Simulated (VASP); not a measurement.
Write the native input for VASP 6.6.1 that does the following.

```yaml
Task: single point
Functional: PBE
Potentials_or_basis: VASP PAW PBE potentials, release 64 (Cd, B, O, F)
Cutoff: 520 eV
k_mesh: 3 × 3 × 6
Occupations: fermi-dirac, width 0.02 eV
Spin: no spin polarisation
Dipole_correction: no
Further_INCAR_settings: LREAL = Auto; ALGO = Normal; EDIFF = 1e-07; NBANDS = 80
```

The structure of Cd5B3O9F lies in POSCAR:

```
Cd5B3O9F
1.0
    4.0285000000     -7.9830000000      0.0000000000
    4.0285000000      7.9830000000      0.0000000000
   -0.6021197902      0.0000000000      3.3940036473
Cd B O F
5 3 9 1
Direct
    0.2463066600      0.2463066600      0.7898854991
    0.9724248723      0.7350095703      0.0745607683
    0.7350095703      0.9724248723      0.0745607683
    0.6518435147      0.2985605386      0.4173557632
    0.2985605386      0.6518435147      0.4173557632
    0.9595246398      0.3532920015      0.8339291004
    0.3532920015      0.9595246398      0.8339291004
    0.5970520804      0.5970520804      0.4660631191
    0.8957556346      0.4406625945      0.0304343915
    0.4406625945      0.8957556346      0.0304343915
    0.7586687669      0.6079614218      0.5122269164
    0.6079614218      0.7586687669      0.5122269164
    0.1509323179      0.4398504981      0.8502950462
    0.4398504981      0.1509323179      0.8502950462
    0.4245125345      0.4245125345      0.3714438883
    0.8257516068      0.1739199798      0.6271983485
    0.1739199798      0.8257516068      0.6271983485
    0.0403907678      0.0403907678      0.1847068246
```

The input as run:

INCAR

```
PREC = Accurate
ENCUT = 520
EDIFF = 1E-7
ISMEAR = -1
SIGMA = 0.02
LREAL = Auto
LASPH = True
NELM = 100
ALGO = Normal
ISIF = 2
LWAVE = False
LCHARG = False
GGA = PE
NBANDS = 80
```

KPOINTS

```
regular mesh
0
Gamma
  3 3 6
```

Potentials or basis: VASP PAW PBE potentials, release 64 (Cd, B, O, F).

The run is started by

```sh
$ cat potpaw_PBE.64/Cd/POTCAR potpaw_PBE.64/B/POTCAR potpaw_PBE.64/O/POTCAR potpaw_PBE.64/F/POTCAR > POTCAR
$ mpirun -np 1 vasp_std > vasp.out
```

Results of the run:

```json
{"Pressure": "4.2 GPa", "Largest force": "0.051 eV/Å", "Band gap on the k mesh": "1.72 eV (least direct gap 1.78 eV)"}
```

Caveat: the cell stands under pressure.

Wall time 25 min on 1 thread of Intel Xeon 8259CL, on a shared host, peak memory 0.51 GiB.
